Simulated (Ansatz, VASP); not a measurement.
One calculation of Re, two programs

The input INCAR:

```
PREC = Accurate ; ENCUT = 520
EDIFF = 1E-6 ; ISMEAR = 0
SIGMA = 0.15 ; LREAL = F
LASPH = T ; NELM = 60
ALGO = Normal ; ISIF = 2
LWAVE = F ; LCHARG = F
GGA = PE ; NBANDS = 10
```

The input KPOINTS:

```
regular mesh
0
Gamma
  10 10 10
```

File POSCAR:

```
Re
1.0
    0.0000000000      1.9577236186      2.0115610181
    1.7423740206      0.0000000000      2.0115610181
    1.7423740206      1.9577236186      0.0000000000
Re
1
Direct
    0.0000000000      0.0000000000      0.0000000000
```

Input for Ansatz:

```yaml
crystal:
  lattice:
    - [0.0, 1.9577236186, 2.0115610181]
    - [1.7423740206, 0.0, 2.0115610181]
    - [1.7423740206, 1.9577236186, 0.0]
  atoms:
    - { symbol: Re, position: [0.0, 0.0, 0.0] }
basis:
  ecutwfc: 420
kpoints:
  mp_grid: { grid: [10, 10, 10] }
hamiltonian:
  xc: pbe
scf:
  occupations: { method: gaussian, width: 0.15 }
output:
  forces: true
  stress: true
  eigenvalues: true
```

Change from the starting cell: normal strain along x -0.1100, normal strain along z +0.0275.

Alike in both runs: task single point; functional PBE; k mesh 10 × 10 × 10; occupations gaussian, width 0.15 eV; no spin polarisation.

|  | VASP | Ansatz |
| --- | --- | --- |
| version | VASP 6.6.1 | Ansatz 0.2.0 |
| potentials or method | VASP PAW PBE potentials, release 64 (Re), cutoff 520 eV | scalar-relativistic, plane waves, PAW |
| valence electrons in the cell | 7 | 15 |

```csv
,VASP,Ansatz,Ansatz less VASP
gap on the k mesh at the Fermi level (eV),none,none,-
pressure (GPa),41.1,40.9,-0.22
"traceless stress, the component that is largest in VASP (GPa)",18.56,18.56,-0.001
```

A gap of «none» marks a metal or a gap that the smearing closes. Both programs put the cell under a high pressure, so it lies far from rest at this level. VASP's potentials hold 7 valence electrons a cell and Ansatz's 15, so a difference there can come from the potentials and not from the codes.

Neither program's run includes spin-orbit coupling.
